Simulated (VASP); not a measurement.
# K2SiB2 (Cmmm) in VASP: further runs, part 2 of 2

VASP 6.6.1. The steps go on from the part before.

### Step 3. Single point, PBE

This run uses another cell than the first one, of 24.65 Å³/atom.

Contents of INCAR:

```
SYSTEM = K2SiB2
PREC = Accurate
ENCUT = 520
EDIFF = 1E-6
ISMEAR = 0
SIGMA = 0.1
LREAL = .False.
LASPH = .True.
NELM = 80
ALGO = Normal
ISIF = 2
LWAVE = .False.
LCHARG = .False.
GGA = PE
NBANDS = 22
```

Contents of KPOINTS:

```
regular mesh
0
Gamma
  4 4 4
  0 0 0
```

Contents of POSCAR:

```
K2SiB2
1.0
    2.9646812800     -4.2500627600      0.0000000000
    2.9646812800      4.2500627600      0.0000000000
    0.0000000000      0.0000000000      4.8909365200
K Si B
2 1 2
Direct
    0.2010353400      0.7989646600      0.0000000000
    0.7989646600      0.2010353400      0.0000000000
    0.0000000000      0.0000000000      0.5000000000
    0.5000000000      0.5000000000      0.0000000000
    0.5000000000      0.5000000000      0.5000000000
```

Potentials or basis: VASP PAW PBE potentials, release 64 (K_sv, Si, B).

Launch:

```console
$ cat potpaw_PBE.64/K_sv/POTCAR potpaw_PBE.64/Si/POTCAR potpaw_PBE.64/B/POTCAR > POTCAR
$ mpirun -np 1 vasp_std > vasp.out
```

OUTCAR:

```text
SYSTEM = K2SiB2
   PREC = Accurate
   ENCUT = 520
   EDIFF = 1E-6
   ISMEAR = 0
   LREAL = .False.
   LASPH = .True.
   NELM = 80
   ISIF = 2
   GGA = PE

 ion  position               nearest neighbor table
   1  0.201  0.799  0.000-   4 2.54   3 2.98   3 2.98   2 3.08   2 3.08   2 3.42
   2  0.799  0.201  0.000-   4 2.54   3 2.98   3 2.98   1 3.08   1 3.08   1 3.42
   3  0.000  0.000  0.500-   1 2.98   2 2.98   1 2.98   2 2.98
   4  0.500  0.500  0.000-   1 2.54   2 2.54
   5  0.500  0.500  0.500-

[... 725 lines left out ...]
  -------------------------------------------------------------------------------------
  Total       -3.7746394      8.6152416     -5.5387160      0.0000000      0.0000000      0.0000000
  in kB      -49.0671325    111.9908827    -71.9986420      0.0000000      0.0000000      0.0000000
  external PRESSURE =      -3.0249639 kB  Pullay stress =       0.0000000 kB

 VOLUME and BASIS-vectors are now :
 -----------------------------------------------------------------------------
  energy-cutoff  :      520.00
  volume of cell :      123.25
      direct lattice vectors                 reciprocal lattice vectors
     2.964681280 -4.250062760  0.000000000     0.168652193 -0.117645322  0.000000000
     2.964681280  4.250062760  0.000000000     0.168652193  0.117645322  0.000000000
     0.000000000  0.000000000  4.890936520     0.000000000  0.000000000  0.204459820

 POSITION                                       TOTAL-FORCE (eV/Angst)
 -----------------------------------------------------------------------------------
      2.96468      2.54124      0.00000         0.000000      0.329559      0.000000
      2.96468     -2.54124      0.00000         0.000000     -0.329559     -0.000000
      0.00000      0.00000      2.44547         0.000000     -0.000000      0.000000
      2.96468      0.00000      0.00000         0.000000     -0.000000      0.000000
      2.96468      0.00000      2.44547         0.000000     -0.000000      0.000000
 -----------------------------------------------------------------------------------
    total drift:                               -0.000000     -0.000000      0.000000

  FREE ENERGIE OF THE ION-ELECTRON SYSTEM (eV)
  ---------------------------------------------------
  free  energy   TOTEN  =       -11.1902442597 eV

  energy  without entropy=      -11.1737690090  energy(sigma->0) =      -11.18200663
```

stdout:

```text
POSCAR found type information on POSCAR K SiB
 POSCAR found :  3 types and       5 ions
 scaLAPACK will be used
 LDA part: xc-table for (Slater+PW92), standard interpolation
 POSCAR, INCAR and KPOINTS ok, starting setup
 FFT: planning ... GRIDC
 FFT: planning ... GRID_SOFT
 FFT: planning ... GRID
 WAVECAR not read
 entering main loop
```

Wall time 26 s (1 thread of Intel Xeon 6975P-C (Granite Rapids), shared host); peak memory 0.25 GiB.

What came out:

| Property | Result |
| --- | --- |
| Free energy | -11.1902 eV |
| Pressure | -0.3 GPa |
| Largest force | 0.330 eV/Å |
| Band gap on the k mesh | zero (bands 14 and 15 overlap by 0.74 eV) |

Forces in eV/Å, atoms in the order of the input:
```
K    0.000  0.330  0.000
K    0.000 -0.330  0.000
Si   0.000  0.000  0.000
B    0.000  0.000  0.000
B    0.000  0.000  0.000
```

### Step 4. Single point, PBE

This run uses another cell than the first one, of 22.26 Å³/atom.

Contents of INCAR:

```
SYSTEM = K2SiB2
PREC = Accurate
ENCUT = 520
EDIFF = 1E-6
ISMEAR = 0
SIGMA = 0.1
LREAL = .FALSE.
LASPH = .TRUE.
NELM = 100
ALGO = Normal
ISIF = 2
LWAVE = .FALSE.
LCHARG = .FALSE.
GGA = PE
NBANDS = 22
```

Contents of KPOINTS:

```
regular mesh
0
G
  4 4 6
  0 0 0
```

Contents of POSCAR:

```
K2SiB2
1.0
    3.0405318194     -5.7159486849      0.0000000000
    3.0405318194      5.7159486849      0.0000000000
    0.0000000000      0.0000000000      3.2019687369
K Si B
2 1 2
Direct
    0.2523619544      0.7476380456      0.0000000000
    0.7476380456      0.2523619544      0.0000000000
    0.0000000000      0.0000000000      0.5000000000
    0.5000000000      0.5000000000      0.0000000000
    0.5000000000      0.5000000000      0.5000000000
```

Launch:

```console
$ cat potpaw_PBE.64/K_sv/POTCAR potpaw_PBE.64/Si/POTCAR potpaw_PBE.64/B/POTCAR > POTCAR
$ mpirun -np 1 vasp_std > vasp.out
```

Wall time 27 s (1 thread of Intel Xeon 6975P-C (Granite Rapids), shared host); peak memory 0.26 GiB.

It converged, with:

```yaml
Free_energy: -17.2524 eV
Pressure: 0.0 GPa
Band_gap_on_the_k_mesh: zero (bands 14 and 15 overlap by 0.45 eV)
```

Forces on the atoms (eV/Å):
```
K    0.000  0.002  0.000
K    0.000 -0.002  0.000
Si   0.000  0.000  0.000
B    0.000  0.000  0.000
B    0.000  0.000  0.000
```

Stress tensor (GPa, compression positive):
```
-0.11  0.00  0.00
 0.00  0.14  0.00
 0.00  0.00 -0.01
```

Levels at points of the mesh, in eV from the Fermi level:
```csv
k point,band 10,band 11,band 12,band 13,band 14,band 15,band 16,band 17,band 18,band 19
"(0.00, 0.00, 0.00)",-6.48,-3.52,-3.19,-2.49,-0.75,0.15,2.82,2.90,3.25,3.78
"(0.50, 0.00, 0.00)",-7.35,-3.19,-2.64,-1.37,-1.30,0.14,1.74,2.48,3.87,4.27
"(0.50, 0.50, 0.00)",-6.63,-3.41,-3.39,-3.19,-0.42,1.77,1.85,2.92,3.21,3.35
"(0.00, 0.00, 0.50)",-6.93,-4.67,-1.55,-0.79,-0.65,0.47,0.90,0.96,1.82,3.23
"(0.50, 0.00, 0.50)",-6.85,-5.31,-2.17,0.03,0.21,0.75,1.57,1.91,2.25,2.79
"(0.50, 0.50, 0.50)",-6.84,-4.60,-1.57,-1.01,-0.14,0.33,0.79,0.95,1.87,3.29
```

### Step 5. The runs side by side

| cell | k mesh | gap on the mesh (eV) | pressure (GPa) |
| --- | --- | --- | --- |
| a = 6.604, b = 6.604, c = 3.150 Å, angles 90.0, 90.0, 122.3°, 5 atoms, atomic positions A | 4 × 4 × 4 | none | 0.2 |
| a = 5.182, b = 5.182, c = 4.891 Å, angles 90.0, 90.0, 110.2°, 5 atoms, atomic positions B | 4 × 4 × 4 | none | -0.3 |
| a = 6.474, b = 6.474, c = 3.202 Å, angles 90.0, 90.0, 124.0°, 5 atoms, atomic positions C | 4 × 4 × 6 | none | 0.0 |

Alike in all rows: task single point; level PBE; potentials or basis VASP PAW PBE potentials, release 64 (K_sv, Si, B); no spin polarisation; cutoff (eV) 520; smearing gaussian 0.1 eV.

Caveats: some runs use coarse meshes.

Absolute energies hang on the potentials; compare differences alone.
